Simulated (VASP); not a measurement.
A run of VASP 6.6.1:

The input INCAR:

```
PREC = Accurate
ENCUT = 600
EDIFF = 1E-6
ISMEAR = -1
SIGMA = 0.05
LREAL = F
LASPH = T
NELM = 60
ALGO = Normal
ISIF = 3
LWAVE = F
LCHARG = F
GGA = B5
ALDAX = 1.0
AGGAX = 1.0
AGGAC = 1.0
ALDAC = 0.0
IBRION = 2
NSW = 60
EDIFFG = -0.01
```

Contents of KPOINTS:

```
Automatic mesh
0
Gamma
  7 7 7
```

The input POSCAR:

```
TePb
1.0
    0.0000000000      3.2310000000      3.2310000000
    3.2310000000      0.0000000000      3.2310000000
    3.2310000000      3.2310000000      0.0000000000
Pb Te
1 1
Direct
    0.0000000000      0.0000000000      0.0000000000
    0.5000000000      0.5000000000      0.5000000000
```

Potentials or basis: VASP PAW PBE potentials, release 64 (Pb_d, Te).

Launch:

```console
$ cat potpaw_PBE.64/Pb_d/POTCAR potpaw_PBE.64/Te/POTCAR > POTCAR
$ mpirun -np 1 vasp_std > vasp.out
```

Hardware: 1 thread of Intel Xeon 6975P-C, with other jobs on the host.

Task: Estimate the wall time of this run.

Result: Wall time 120 s on 1 thread of Intel Xeon 6975P-C, with other jobs on the host, peak memory 0.25 GiB. Counts: scf iterations 28, k points 20, ion steps 3.
